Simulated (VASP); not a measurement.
Wanted: the native input for a VASP 6.6.1 run.

```
Task                   : single point
Functional             : PBE
Potentials or basis    : VASP PAW PBE potentials, release 64 (Ta_sv_GW, Bi_d, O)
Cutoff                 : 700 eV
k mesh                 : 4 × 4 × 4
Occupations            : gaussian, width 0.1 eV
Spin                   : no spin polarisation
Dipole correction      : no
Further INCAR settings : ALGO = Normal; EDIFF = 1e-06; NBANDS = 39
```

The structure of Ta2Bi2O lies in POSCAR:

```
Ta2Bi2O
1.0
    5.1782108490      0.0000000000      0.0000000000
    0.0000000000      5.1782108490      0.0000000000
    0.0000000000      0.0000000000      3.8598540573
Ta Bi O
2 2 1
Direct
    0.5000000000      0.5000000000      0.5000000000
    0.0000000000      0.0000000000      0.5000000000
    0.0000000000      0.5000000000      0.0000000000
    0.5000000000      0.0000000000      0.0000000000
    0.0000000000      0.0000000000      0.0000000000
```

The cell was generated, and may not be a known phase.

The input as run:

INCAR

```
PREC = Accurate
ENCUT = 700
EDIFF = 1E-6
ISMEAR = 0
SIGMA = 0.1
LREAL = F
LASPH = T
NELM = 120
ALGO = Normal
ISIF = 2
LWAVE = F
LCHARG = T
GGA = PE
LELF = T
LVHAR = T
NBANDS = 39
GGA_COMPAT = F
```

KPOINTS

```
Automatic mesh
0
Gamma
  4 4 4
```

Potentials or basis: VASP PAW PBE potentials, release 64 (Ta_sv_GW, Bi_d, O).

Run with:

```sh
$ cat potpaw_PBE.64/Ta_sv_GW/POTCAR potpaw_PBE.64/Bi_d/POTCAR potpaw_PBE.64/O/POTCAR > POTCAR
$ mpirun -np 1 vasp_std > vasp.out
```

It gave:

The pressure is 0.0 GPa. The band gap on the k mesh is zero (bands 31 and 32 overlap by 1.98 eV).

Caveat: the k points lie up to 0.41 Å⁻¹ apart, too coarse for converged energies and pressures of a metal; spin-orbit coupling is left out, which moves the levels of the heavy elements.

Run time: 3.4 min on 1 thread of Intel(R) Xeon(R) Platinum 8259CL CPU @ 2.50GHz (Skylake/Cascade Lake), on a shared host, peak memory 0.35 GiB.
